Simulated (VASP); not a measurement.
# TiNi: relaxation of cell and atoms with LDA

Crystal: TiNi.

```
Ti Ni
1.0
     3.01129    0.00000    0.00000
     0.00000    3.01129    0.00000
     0.00000    0.00000    3.01129
Ti Ni
1 1
Direct
  0.50000 0.50000 0.50000
  0.00000 0.00000 0.00000
```

- Program: VASP 6.6.1
- Task: relaxation of cell and atoms
- Functional: LDA
- Potentials or basis: VASP PAW LDA potentials, release 64 (Ti_sv, Ni)
- Cutoff: 600 eV
- k mesh: 14 × 14 × 14
- Occupations: gaussian, width 0.1 eV
- Spin: no spin polarisation
- Dipole correction: no
- Further INCAR settings: ALGO = Normal; EDIFF = 1e-06; IBRION = 2; EDIFFG = -0.005; NSW = 70; ISIF = 3

```json
{
  "Relaxed volume": "12.68 Å³/atom",
  "Relaxed cell": "a = 2.938 Å, b = 2.938 Å, c = 2.938 Å, α = 90.00°, β = 90.00°, γ = 90.00°",
  "Space group after relaxing (to 0.1 Å)": "Pm-3m (No. 221)",
  "Energy gained by relaxing": "38.5 meV/atom",
  "Ionic steps": "4",
  "Pressure after relaxing": "0.0 GPa",
  "Band gap on the k mesh": "zero (bands 11 and 12 overlap by 1.99 eV)"
}
```

Step by step:
| step | energy change (eV) | largest force (eV/Å) | pressure (GPa) | volume (Å³) |
| --- | --- | --- | --- | --- |
| 1 | 0.0000 | 0.0000 | -11.99 | 27.31 |
| 2 | 0.0186 | 0.0000 | 17.27 | 23.46 |
| 3 | -0.0770 | 0.0000 | -0.16 | 25.39 |
| 4 | -0.0770 | 0.0000 | 0.04 | 25.36 |

Final structure:
```
CELL_PARAMETERS angstrom
2.93779 0.00000 0.00000
0.00000 2.93779 0.00000
0.00000 0.00000 2.93779
ATOMIC_POSITIONS crystal
Ti 0.50000 0.50000 0.50000
Ni 0.00000 0.00000 0.00000
```

Levels at points of the mesh, in eV from the Fermi level:
| k point | band 9 | band 10 | band 11 | band 12 | band 13 | band 14 |
| --- | --- | --- | --- | --- | --- | --- |
| (0.00, 0.00, 0.00) | -2.14 | -2.14 | 0.46 | 0.46 | 2.77 | 2.77 |
| (0.50, 0.00, 0.00) | -2.24 | -1.80 | -0.84 | -0.59 | 0.65 | 0.65 |
| (0.50, 0.50, 0.00) | -1.37 | -0.77 | 0.64 | 0.64 | 0.97 | 2.46 |
| (0.50, 0.50, 0.50) | -2.29 | -2.29 | -1.34 | -1.34 | 3.33 | 3.33 |

Wall time 3.4 min on 1 thread of Intel Xeon 8259CL, on a shared host, peak memory 0.19 GiB.

Spin polarisation is off, so any magnetic state and its effect on volume and gap are missing.
